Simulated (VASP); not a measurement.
# Pt (P6_3/mmc) in VASP: a series of runs

Pt is run at these levels: r2SCAN; tasks: relaxation of cell and atoms.

All numbers are computed with VASP 6.6.1; they aren't measurements. Logs are shortened: lines on timing, memory, paths and dates and some standing lists are left out, and cuts for length are marked.

### Step 1. The cell of the first run

Symmetry: P6_3/mmc, No. 194, hexagonal system. Conventional cell: a = 2.770 Å, b = 2.770 Å, c = 4.523 Å, α = 90.00°, β = 90.00°, γ = 120.00°. Pt (site symmetry -6m2) has 12 Pt at 2.77 Å within 3.7 Å.

### Step 2. Relaxation of cell and atoms, r2SCAN

Input file POSCAR:

```
Pt
1.0
    2.7700000000      0.0000000000      0.0000000000
   -1.3850000000      2.3988903685      0.0000000000
    0.0000000000      0.0000000000      4.5234100000
Pt
2
Direct
    0.3333333333      0.6666666667      0.2500000000
    0.6666666667      0.3333333333      0.7500000000
```

Input file INCAR.step1:

```
ALGO = Normal
EDIFF = 1E-4
ENCUT = 600
GGA = PE
ISMEAR = -1
LASPH = T
LCHARG = F
LREAL = F
LWAVE = T
NELM = 80
PREC = Accurate
SIGMA = 0.05
```

Input file INCAR.step2:

```
ALGO = Normal
EDIFF = 1E-6
EDIFFG = -0.02
ENCUT = 600
IBRION = 2
ISIF = 3
ISMEAR = -1
ISTART = 1
LASPH = T
LCHARG = F
LMIXTAU = T
LREAL = F
LWAVE = F
METAGGA = R2SCAN
NELM = 80
NSW = 80
PREC = Accurate
SIGMA = 0.05
```

Input file KPOINTS:

```
k-points
0
Gamma
  8 8 5
```

Potentials or basis: VASP PAW PBE potentials, release 64 (Pt).

Launch:

```sh
> cat potpaw_PBE.64/Pt/POTCAR > POTCAR
> cp INCAR.step1 INCAR
> mpirun -np 1 vasp_std > vasp.out
> cp INCAR.step2 INCAR
> mpirun -np 1 vasp_std > vasp.out
```

OUTCAR:

```text
EDIFF = 1E-6
   EDIFFG = -0.02
   ENCUT = 600
   IBRION = 2
   ISIF = 3
   ISMEAR = -1
   ISTART = 1
   LASPH = T
   LREAL = F
   METAGGA = R2SCAN
   NELM = 80
   NSW = 80
   PREC = Accurate

 ion  position               nearest neighbor table
   1  0.333  0.667  0.250-   2 2.77   2 2.77   2 2.77   2 2.77   2 2.77   2 2.77
   2  0.667  0.333  0.750-   1 2.77   1 2.77   1 2.77   1 2.77   1 2.77   1 2.77

  LATTYP: Found a hexagonal cell.
 ALAT       =     2.7700000000
 C/A-ratio  =     1.6330000000

  Lattice vectors:

 A1 = (   2.7700000000,   0.0000000000,   0.0000000000)
 A2 = (  -1.3850000000,   2.3988903685,   0.0000000000)
 A3 = (   0.0000000000,   0.0000000000,   4.5234100000)

Analysis of symmetry for initial positions (statically):
=====================================================================
 Subroutine PRICEL returns:
 Original cell was already a primitive cell.

 Routine SETGRP: Setting up the symmetry group for a
 hexagonal supercell.

 Subroutine GETGRP returns: Found 24 space group operations
 (whereof 12 operations were pure point group operations)
 out of a pool of 24 trial point group operations.

The static configuration has the point symmetry D_3d.
 The point group associated with its full space group is D_6h.

Analysis of symmetry for dynamics (positions and initial velocities):
=====================================================================
 Subroutine PRICEL returns:
 Original cell was already a primitive cell.

 Routine SETGRP: Setting up the symmetry group for a
 hexagonal supercell.

 Subroutine GETGRP returns: Found 24 space group operations
 (whereof 12 operations were pure point group operations)
 out of a pool of 24 trial point group operations.

The dynamic configuration has the point symmetry D_3d.
 The point group associated with its full space group is D_6h.

 Subroutine INISYM returns: Found 24 space group operations
 (whereof 12 operations are pure point group operations),
 and found     1 'primitive' translations

----------------------------------------------------------------------------------------

                                     Primitive cell

  volume of cell :      30.0577

  direct lattice vectors                    reciprocal lattice vectors
     2.770000000  0.000000000  0.000000000     0.361010830  0.208429700  0.000000000
    -1.385000000  2.398890369  0.000000000     0.000000000  0.416859400  0.000000000
     0.000000000  0.000000000  4.523410000     0.000000000  0.000000000  0.221072156

  length of vectors
     2.770000000  2.770000000  4.523410000     0.416859400  0.416859400  0.221072156

  position of ions in fractional coordinates (direct lattice)
     0.333333333  0.666666667  0.250000000
     0.666666667  0.333333333  0.750000000

  ion indices of the primitive-cell ions
   primitive index   ion index
                 1           1
                 2           2

----------------------------------------------------------------------------------------

 KPOINTS: k-points

Automatic generation of k-mesh.
 Grid dimensions read from file:
 generate k-points for:    8    8    5

 Generating k-lattice:

  Cartesian coordinates                     Fractional coordinates (reciprocal lattice)
     0.045126354  0.026053713  0.000000000     0.125000000  0.000000000  0.000000000
     0.000000000  0.052107425  0.000000000     0.000000000  0.125000000  0.000000000
     0.000000000  0.000000000  0.044214431     0.000000000  0.000000000  0.200000000

  Length of vectors
     0.052107425  0.052107425  0.044214431

  Shift w.r.t. Gamma in fractional coordinates (k-lattice)
     0.000000000  0.000000000  0.000000000

 Subroutine IBZKPT returns following result:
 ===========================================

 Found     30 irreducible k-points:

 Following reciprocal coordinates:
            Coordinates               Weight
  0.000000  0.000000  0.000000      1.000000
  0.125000  0.000000  0.000000      6.000000
  0.250000  0.000000  0.000000      6.000000
  0.375000  0.000000  0.000000      6.000000
[... 38 lines left out ...]

 number of electron      19.9999999 magnetization

 E-fermi :   9.2319     XC(G=0): -13.9696

 val. band max:        9.2158157978   @ k =   0.2500   0.1250   0.0000
 cond. band min:       9.2390084658   @ k =   0.3750   0.0000   0.2000
 fundamental gap:      0.0231926680
 Fermi energy:         9.2319268521

 k-point     1 :       0.0000    0.0000    0.0000
  band No.  band energies     occupation
      1      -0.1402      2.00000
      2       2.5492      2.00000
      3       5.6624      2.00000
      4       6.0156      2.00000
      5       6.0156      2.00000
      6       6.3863      2.00000
      7       6.3863      2.00000
      8       7.3786      2.00000
      9       7.3786      2.00000
     10       9.0038      1.97936
     11       9.0038      1.97936
     12       9.1091      1.84221
     13      14.1526      0.00000
     14      25.3062      0.00000
[... 375 lines left out ...]
 k-point    24 :       0.3750    0.0000    0.4000
  band No.  band energies     occupation
      1       2.9974      2.00000
      2       3.3842      2.00000
      3       4.4238      2.00000
      4       4.6473      2.00000
      5       7.0730      2.00000
      6       7.1963      2.00000
      7       7.8861      2.00000
      8       8.0288      2.00000
      9       8.9868      1.98525
     10       9.0776      1.91265
     11       9.1298      1.77045
     12      10.7265      0.00000
     13      17.7242      0.00000
     14      19.1343      0.00000

 [... further k-points ...]
[... 5 lines left out ...]
  --------------------------------------------------------------------------------------
  -------------------------------------------------------------------------------------
  Total       -3.5446392     -3.5446392     -2.7442624     -0.0000000      0.0000000      0.0000000
  in kB     -171.3683012   -171.3683012   -132.6734666     -0.0000000      0.0000000      0.0000000
  external PRESSURE =    -158.4700230 kB  Pullay stress =       0.0000000 kB
[... 165 lines left out ...]
  energy  without entropy=     -102.8492389714  energy(sigma->0) =     -102.86126166

--------------------------------------- Ionic step        7  -------------------------------------------

 number of electron      20.0000003 magnetization

 Free energy of the ion-electron system (eV)
  ---------------------------------------------------
  ext. energy  EPLUGINS =         0.00000000
  ---------------------------------------------------
  free energy    TOTEN  =      -102.87360536 eV

  energy without entropy =     -102.84951544  energy(sigma->0) =     -102.86156040

 E-fermi :  10.5052     XC(G=0): -14.4643

 val. band max:       10.4792474070   @ k =   0.2500   0.0000   0.0000
 cond. band min:      10.5105836069   @ k =   0.2500   0.1250   0.0000
 fundamental gap:      0.0313361999
 Fermi energy:        10.5052325808

 k-point     1 :       0.0000    0.0000    0.0000
  band No.  band energies     occupation
      1       0.3464      2.00000
      2       3.0648      2.00000
      3       6.3999      2.00000
      4       6.8851      2.00000
      5       6.8851      2.00000
      6       7.2869      2.00000
      7       7.2869      2.00000
      8       8.5065      2.00000
      9       8.5065      2.00000
     10       9.9657      1.99996
     11      10.2567      1.98621
     12      10.2567      1.98621
     13      15.7476      0.00000
     14      26.5435      0.00000
[... 375 lines left out ...]
 k-point    24 :       0.3750    0.0000    0.4000
  band No.  band energies     occupation
      1       3.5717      2.00000
      2       3.9558      2.00000
      3       5.0926      2.00000
      4       5.3075      2.00000
      5       8.1274      2.00000
      6       8.1886      2.00000
      7       9.0192      2.00000
      8       9.0802      2.00000
      9      10.2615      1.98484
     10      10.2684      1.98260
     11      10.4191      1.69712
     12      11.9955      0.00000
     13      19.5946      0.00000
     14      21.0217      0.00000

 [... further k-points ...]
[... 5 lines left out ...]
  --------------------------------------------------------------------------------------
  -------------------------------------------------------------------------------------
  Total        0.0030891      0.0030891      0.0025730      0.0000000      0.0000000      0.0000000
  in kB        0.1603162      0.1603162      0.1335355      0.0000000      0.0000000      0.0000000
  external PRESSURE =       0.1513893 kB  Pullay stress =       0.0000000 kB
[... 17 lines left out ...]
  FREE ENERGIE OF THE ION-ELECTRON SYSTEM (eV)
  ---------------------------------------------------
  free  energy   TOTEN  =      -102.8736053588 eV

  energy  without entropy=     -102.8495154356  energy(sigma->0) =     -102.86156040

 reached required accuracy - stopping structural energy minimisation
```

It took 3.4 min on 1 thread of AMD EPYC 9R45 (Zen 5), shared host; peak memory 0.14 GiB.

What came out:

```
Free energy                            : -102.8736 eV
Relaxed volume                         : 15.44 Å³/atom
Relaxed cell                           : a = 2.746 Å, b = 2.746 Å, c = 4.727 Å, α = 90.00°, β = 90.00°, γ = 120.00°
Space group after relaxing (to 0.05 Å) : P6_3/mmc (No. 194)
Energy gained by relaxing              : 25.8 meV/atom
Ionic steps                            : 7
Pressure after relaxing                : 0.0 GPa
Band gap on the k mesh                 : zero (band 10 reaches 11.05 eV, above the bottom of band 11 at 9.80 eV)
```

Step by step:
```
step  energy change (eV)  largest force (eV/Å)  pressure (GPa)  volume (Å³)
   1              0.0000                0.0000            7.35        30.06
   2              0.0736                0.0000          -15.85        33.14
   3             -0.0302                0.0000           -2.23        31.09
   4             -0.0515                0.0000           -0.48        30.93
   5             -0.0515                0.0000           -0.46        30.93
   6             -0.0513                0.0000            0.94        30.76
   7             -0.0516                0.0000            0.02        30.87
```

Final structure:
```yaml
crystal:
  lattice:
    - [2.74610, 0.00000, 0.00000]
    - [-1.37305, 2.37819, 0.00000]
    - [0.00000, 0.00000, 4.72715]
  atoms:
    - { symbol: Pt, position: [0.33333, 0.66667, 0.25000] }
    - { symbol: Pt, position: [0.66667, 0.33333, 0.75000] }
```

Caveat: the PAW data sets were made with another functional, which shifts forces and pressure a little; spin-orbit coupling is left out, which moves the levels of the heavy elements.

### Step 3. Relaxation of cell and atoms, r2SCAN, target pressure 10 GPa, at which the enthalpy is minimised

POSCAR is that of step 2.

Input file INCAR.step1:

```
  PREC = Accurate
  ENCUT = 600
  ISMEAR = -1
  SIGMA = 0.05
  LREAL = False
  LASPH = True
  NELM = 100
  GGA = PE
  ALGO = Normal
  EDIFF = 1E-4
  LWAVE = True
  LCHARG = False
```

Input file INCAR.step2:

```
  PREC = Accurate
  ENCUT = 600
  EDIFF = 1E-7
  ISMEAR = -1
  SIGMA = 0.05
  LREAL = False
  LASPH = True
  NELM = 100
  ALGO = Normal
  ISIF = 3
  LWAVE = False
  LCHARG = False
  METAGGA = R2SCAN
  LMIXTAU = True
  IBRION = 2
  NSW = 80
  EDIFFG = -0.02
  PSTRESS = 100.0
  ISTART = 1
```

Input file KPOINTS:

```
regular mesh
0
Gamma
  8 8 5
```

Potentials or basis: VASP PAW PBE potentials, release 64 (Pt).

Launch:

```sh
> cat potpaw_PBE.64/Pt/POTCAR > POTCAR
> cp INCAR.step1 INCAR
> mpirun -np 1 vasp_std > vasp.out
> cp INCAR.step2 INCAR
> mpirun -np 1 vasp_std > vasp.out
```

Wall time 4.2 min (1 thread of AMD EPYC 9R45 (Zen 5), shared host); peak memory 0.14 GiB.

Results (log left out):

| Item | Value |
| --- | --- |
| Free energy | -102.8420 eV |
| Relaxed volume | 14.91 Å³/atom |
| Relaxed cell | a = 2.720 Å, b = 2.720 Å, c = 4.656 Å, α = 90.00°, β = 90.00°, γ = 120.00° |
| Space group after relaxing (to 0.05 Å) | P6_3/mmc (No. 194) |
| Energy change on relaxing (the enthalpy is what falls) | -10.0 meV/atom |
| Ionic steps | 7 |
| Pressure after relaxing | 10.1 GPa |
| Band gap on the k mesh | zero (band 10 reaches 11.73 eV, above the bottom of band 11 at 10.42 eV) |

The path:
| step | energy change (eV) | largest force (eV/Å) | pressure (GPa) | volume (Å³) |
| --- | --- | --- | --- | --- |
| 1 | 0.0000 | 0.0000 | 7.35 | 30.06 |
| 2 | 0.0592 | 0.0000 | 20.02 | 28.97 |
| 3 | 0.0181 | 0.0000 | 14.26 | 29.42 |
| 4 | -0.0160 | 0.0000 | 10.74 | 29.79 |
| 5 | -0.0117 | 0.0000 | 11.47 | 29.70 |
| 6 | -0.0274 | 0.0000 | 8.60 | 29.96 |
| 7 | -0.0200 | 0.0000 | 10.06 | 29.83 |

Final structure:
```yaml
crystal:
  lattice:
    - [2.71983, 0.00000, 0.00000]
    - [-1.35992, 2.35545, 0.00000]
    - [0.00000, 0.00000, 4.65572]
  atoms:
    - { symbol: Pt, position: [0.33333, 0.66667, 0.25000] }
    - { symbol: Pt, position: [0.66667, 0.33333, 0.75000] }
```

Levels at points of the mesh, in eV from the Fermi level:
```tsv
k point	band 8	band 9	band 10	band 11	band 12	band 13
(0.00, 0.00, 0.00)	-2.16	-2.16	-0.66	-0.26	-0.26	5.57
(0.50, 0.00, 0.00)	0.05	0.32	0.57	2.57	4.17	8.07
```

Caveat: the cell is relaxed towards a set pressure, so the enthalpy falls and the energy may rise; the PAW data sets were made with another functional, which shifts forces and pressure a little; spin-orbit coupling is left out, which moves the levels of the heavy elements.

### Step 4. Relaxation of cell and atoms, r2SCAN, target pressure 20 GPa, at which the enthalpy is minimised

POSCAR is that of step 3.

Input file INCAR.step1:

```
SYSTEM = Pt
PREC = Accurate
ENCUT = 600
ISMEAR = -1
SIGMA = 0.05
LREAL = .FALSE.
LASPH = .TRUE.
NELM = 100
GGA = PE
ALGO = Normal
EDIFF = 1E-4
LWAVE = .TRUE.
LCHARG = .FALSE.
```

Input file INCAR.step2:

```
SYSTEM = Pt
PREC = Accurate
ENCUT = 600
EDIFF = 1E-7
ISMEAR = -1
SIGMA = 0.05
LREAL = .FALSE.
LASPH = .TRUE.
NELM = 100
ALGO = Normal
ISIF = 3
LWAVE = .FALSE.
LCHARG = .FALSE.
METAGGA = R2SCAN
LMIXTAU = .TRUE.
IBRION = 2
NSW = 80
EDIFFG = -0.02
PSTRESS = 200.0
ISTART = 1
```

Input file KPOINTS:

```
regular mesh
0
G
  8 8 5
  0 0 0
```

Launch:

```sh
> cat potpaw_PBE.64/Pt/POTCAR > POTCAR
> cp INCAR.step1 INCAR
> mpirun -np 1 vasp_std > vasp.out
> cp INCAR.step2 INCAR
> mpirun -np 1 vasp_std > vasp.out
```

It took 4.5 min on 1 thread of AMD EPYC 9R45 (Zen 5), shared host; peak memory 0.14 GiB.

Results (log left out):

```yaml
Free_energy: -102.7630 eV
Relaxed_volume: 14.49 Å³/atom
Relaxed_cell: a = 2.697 Å, b = 2.697 Å, c = 4.600 Å, α = 90.00°, β = 90.00°, γ = 120.00°
Space_group_after_relaxing_to_0.05_Å: P6_3/mmc (No. 194)
Energy_change_on_relaxing_the_enthalpy_is_what_falls: +29.5 meV/atom
Ionic_steps: 8
Pressure_after_relaxing: 20.0 GPa
Band_gap_on_the_k_mesh: zero (band 10 reaches 12.32 eV, above the bottom of band 11 at 10.96 eV)
```

The path:
| step | energy change (eV) | largest force (eV/Å) | pressure (GPa) | volume (Å³) |
| --- | --- | --- | --- | --- |
| 1 | 0.0000 | 0.0000 | 7.35 | 30.06 |
| 2 | 1.3020 | 0.0000 | 94.34 | 25.17 |
| 3 | 0.0868 | 0.0000 | 20.52 | 28.91 |
| 4 | 0.0934 | 0.0000 | 21.23 | 28.86 |
| 5 | 0.0696 | 0.0000 | 21.14 | 28.89 |
| 6 | 0.0697 | 0.0000 | 21.11 | 28.89 |
| 7 | 0.0283 | 0.0000 | 16.65 | 29.24 |
| 8 | 0.0590 | 0.0000 | 20.02 | 28.98 |

Final structure:
```
Pt
1.0
     2.69695    0.00000    0.00000
    -1.34847    2.33563    0.00000
     0.00000    0.00000    4.59993
Pt
2
Cartesian
  0.0000 1.5571 1.1500
  1.3485 0.7785 3.4499
```

Levels at points of the mesh, in eV from the Fermi level:
| k point | band 7 | band 8 | band 9 | band 10 | band 11 | band 12 | band 13 | band 14 |
| --- | --- | --- | --- | --- | --- | --- | --- | --- |
| (0.00, 0.00, 0.00) | -3.54 | -2.29 | -2.29 | -0.77 | -0.28 | -0.28 | 5.84 | 15.85 |
| (0.50, 0.00, 0.00) | -3.06 | 0.07 | 0.32 | 0.59 | 2.63 | 4.28 | 8.24 | 9.92 |

Caveat: the cell is relaxed towards a set pressure, so the enthalpy falls and the energy may rise; the PAW data sets were made with another functional, which shifts forces and pressure a little; spin-orbit coupling is left out, which moves the levels of the heavy elements.

### Step 5. Relaxation of cell and atoms, r2SCAN, target pressure 30 GPa, at which the enthalpy is minimised

POSCAR is that of step 4.

Input file INCAR.step1:

```
PREC = Accurate
ENCUT = 600
ISMEAR = -1
SIGMA = 0.05
LREAL = F
LASPH = T
NELM = 80
GGA = PE
ALGO = Normal
EDIFF = 1E-4
LWAVE = T
LCHARG = F
```

Input file INCAR.step2:

```
PREC = Accurate
ENCUT = 600
EDIFF = 1E-6
ISMEAR = -1
SIGMA = 0.05
LREAL = F
LASPH = T
NELM = 80
ALGO = Normal
ISIF = 3
LWAVE = F
LCHARG = F
METAGGA = R2SCAN
LMIXTAU = T
IBRION = 2
NSW = 80
EDIFFG = -0.02
PSTRESS = 300.0
ISTART = 1
```

Input file KPOINTS:

```
regular mesh
0
Gamma
  8 8 5
```

Launch:

```sh
> cat potpaw_PBE.64/Pt/POTCAR > POTCAR
> cp INCAR.step1 INCAR
> mpirun -np 1 vasp_std > vasp.out
> cp INCAR.step2 INCAR
> mpirun -np 1 vasp_std > vasp.out
```

Wall time 4.5 min (1 thread of AMD EPYC 9R45 (Zen 5), shared host); peak memory 0.14 GiB.

It converged, with:

* Free energy: -102.6502 eV
* Relaxed volume: 14.12 Å³/atom
* Relaxed cell: a = 2.677 Å, b = 2.677 Å, c = 4.553 Å, α = 90.00°, β = 90.00°, γ = 120.00°
* Space group after relaxing (to 0.05 Å): P6_3/mmc (No. 194)
* Energy change on relaxing (the enthalpy is what falls): +85.9 meV/atom
* Ionic steps: 9
* Pressure after relaxing: 30.0 GPa
* Band gap on the k mesh: zero (band 10 reaches 12.86 eV, above the bottom of band 11 at 11.45 eV)

Step by step:
| step | energy change (eV) | largest force (eV/Å) | pressure (GPa) | volume (Å³) |
| --- | --- | --- | --- | --- |
| 1 | 0.0000 | 0.0000 | 7.35 | 30.06 |
| 2 | 4.7079 | 0.0000 | 238.97 | 21.71 |
| 3 | 0.1684 | 0.0000 | 27.82 | 28.38 |
| 4 | 0.1918 | 0.0000 | 29.78 | 28.25 |
| 5 | 0.2051 | 0.0000 | 30.86 | 28.17 |
| 6 | 0.1855 | 0.0000 | 31.16 | 28.18 |
| 7 | 0.1852 | 0.0000 | 31.08 | 28.18 |
| 8 | 0.1275 | 0.0000 | 26.36 | 28.50 |
| 9 | 0.1718 | 0.0000 | 30.02 | 28.25 |

Final structure:
```cif
data_structure
_symmetry_space_group_name_H-M 'P 1'
_symmetry_Int_Tables_number 1
_cell_length_a 2.6767
_cell_length_b 2.6767
_cell_length_c 4.5528
_cell_angle_alpha 90.000
_cell_angle_beta 90.000
_cell_angle_gamma 120.000
_cell_volume 28.25
loop_
_atom_site_label
_atom_site_type_symbol
_atom_site_fract_x
_atom_site_fract_y
_atom_site_fract_z
_atom_site_occupancy
Pt1 Pt 0.33333 0.66667 0.25000 1
Pt2 Pt 0.66667 0.33333 0.75000 1
```

Levels at points of the mesh, in eV from the Fermi level:
```tsv
k point	band 8	band 9	band 10	band 11	band 12	band 13
(0.00, 0.00, 0.00)	-2.41	-2.41	-0.86	-0.29	-0.29	6.08
(0.50, 0.00, 0.00)	0.10	0.33	0.61	2.69	4.37	8.39
```

Caveat: the cell is relaxed towards a set pressure, so the enthalpy falls and the energy may rise; the PAW data sets were made with another functional, which shifts forces and pressure a little; spin-orbit coupling is left out, which moves the levels of the heavy elements.

### Step 6. Summary

```csv
cell,gap on the mesh (eV),pressure (GPa)
relaxed,none,0.0
relaxed to 10 GPa,none,10.1
relaxed to 20 GPa,none,20.0
relaxed to 30 GPa,none,30.0
```

Alike in all rows: task relaxation of cell and atoms; level r2SCAN; potentials or basis VASP PAW PBE potentials, release 64 (Pt); no spin polarisation; k mesh 8 × 8 × 5; cutoff (eV) 600; smearing fermi-dirac 0.05 eV.

Caveats: the PAW data sets were made with another functional, which shifts forces and pressure a little; spin-orbit coupling is left out, which moves the levels of the heavy elements; the cell is relaxed towards a set pressure, so the enthalpy falls and the energy may rise (some runs).

Absolute energies hang on the potentials; compare differences alone.
